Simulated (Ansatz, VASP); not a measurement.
Two plane-wave programs on WS2

File INCAR:

```
SYSTEM = WS2
PREC = Accurate
ENCUT = 500
EDIFF = 1E-6
ISMEAR = 0
SIGMA = 0.1
LREAL = .False.
LASPH = .True.
NELM = 120
ALGO = Normal
ISIF = 2
LWAVE = .False.
LCHARG = .True.
GGA = PS
LELF = .True.
LVHAR = .True.
NBANDS = 35
GGA_COMPAT = .False.
```

The input KPOINTS:

```
regular mesh
0
Gamma
  6 6 1
  0 0 0
```

The input POSCAR:

```
WS2
1.0
    3.1832085602      0.0000000000      0.0000000000
   -1.5916042801      2.7567394786      0.0000000000
    0.0000000000      0.0000000000     23.6687632500
W S
2 4
Direct
    0.3333333300      0.6666666700      0.6373175400
    0.6666666700      0.3333333300      0.3626824600
    0.3333333300      0.6666666700      0.2968161100
    0.6666666700      0.3333333300      0.5714418300
    0.3333333300      0.6666666700      0.4285581700
    0.6666666700      0.3333333300      0.7031838900
```

Input for Ansatz:

```yaml
crystal:
  lattice:
    - [3.1832085602, 0.0, 0.0]
    - [-1.5916042801, 2.7567394786, 0.0]
    - [0.0, 0.0, 23.66876325]
  atoms:
    - { symbol: W, position: [0.33333333, 0.66666667, 0.63731754] }
    - { symbol: W, position: [0.66666667, 0.33333333, 0.36268246] }
    - { symbol: S, position: [0.33333333, 0.66666667, 0.29681611] }
    - { symbol: S, position: [0.66666667, 0.33333333, 0.57144183] }
    - { symbol: S, position: [0.33333333, 0.66666667, 0.42855817] }
    - { symbol: S, position: [0.66666667, 0.33333333, 0.70318389] }
basis:
  ecutwfc: 420
kpoints:
  mp_grid: { grid: [6, 6, 1] }
hamiltonian:
  xc: pbesol
scf:
  occupations: { method: gaussian, width: 0.1 }
output:
  forces: true
  stress: true
  eigenvalues: true
```

Alike in both runs: task single point; functional PBEsol; k mesh 6 × 6 × 1; occupations gaussian, width 0.1 eV; no spin polarisation.

|  | VASP | Ansatz |
| --- | --- | --- |
| version | VASP 6.6.1 | Ansatz 0.2.0 |
| potentials or method | VASP PAW PBE potentials, release 64 (W_sv, S), cutoff 500 eV | scalar-relativistic, plane waves, PAW |
| valence electrons in the cell | 52 | 52 |

```tsv
	VASP	Ansatz	Ansatz less VASP
gap on the k mesh at the Fermi level (eV)	1.46	1.45	-0.016
least direct gap on the mesh (eV)	1.76	1.76	-0.004
rms of the force components (eV/Å)	0.036	0.046	+0.0098
```

VASP's potentials were made for PBE, not for PBEsol. Atom by atom the forces differ by 0.010 eV/Å (rms over components).

Spin-orbit coupling is off throughout.
